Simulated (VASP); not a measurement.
The system is AlGa2Sb3.

```
CELL_PARAMETERS angstrom
5.14358 0.00000 0.00000
-2.57179 4.45447 0.00000
0.00000 0.00000 6.37792
ATOMIC_POSITIONS crystal
Al 0.00000 0.00000 0.00000
Ga 0.66667 0.33333 0.25262
Ga 0.66667 0.33333 0.74738
Sb 0.00000 0.00000 0.50000
Sb 0.33333 0.66667 0.00000
Sb 0.33333 0.66667 0.50000
```

The cell was generated, and may not be a known phase.

| Property | Result |
| --- | --- |
| Program | VASP 6.6.1 |
| Task | relaxation of cell and atoms |
| Functional | PBE |
| Potentials or basis | VASP PAW PBE potentials, release 64 (Al, Ga_d, Sb) |
| Cutoff | 600 eV |
| k mesh | 6 × 6 × 4 |
| Occupations | gaussian, width 0.1 eV |
| Spin | no spin polarisation |

At the start: pressure 0.3 GPa; volume 24.36 Å³/atom.

How do energy, volume and symmetry change on relaxing?

Over 7 steps the energy falls by 15.3 meV/atom and the volume is 24.26 Å³/atom (-0.4 %); space group P-6m2 (No. 187, to 0.1 Å) before and after.

The path:
| step | energy change (eV) | largest force (eV/Å) | pressure (GPa) | volume (Å³) |
| --- | --- | --- | --- | --- |
| 1 | 0.0000 | 0.0880 | 0.34 | 146.13 |
| 2 | -0.0839 | 0.1289 | -0.39 | 147.14 |
| 3 | -0.0840 | 0.1303 | -0.42 | 147.16 |
| 4 | -0.0872 | 0.1208 | 0.03 | 145.83 |
| 5 | -0.0873 | 0.1177 | 0.15 | 145.45 |
| 6 | -0.0892 | 0.0940 | 0.15 | 145.48 |
| 7 | -0.0920 | 0.0261 | 0.12 | 145.57 |

Final structure:
```xyz
6
Lattice="5.2133 0.0000 0.0000 -2.6066 4.5148 0.0000 0.0000 0.0000 6.1847" Properties=species:S:1:pos:R:3 pbc="T T T"
Al    0.0000    0.0000    0.0000
Ga    2.6066    1.5049    1.5160
Ga    2.6066    1.5049    4.6686
Sb   -2.6066    4.5148    3.0923
Sb    0.0000    3.0099    0.0000
Sb    0.0000    3.0099    3.0923
```

Caveat: the highest band is partly filled, so the run has too few bands.
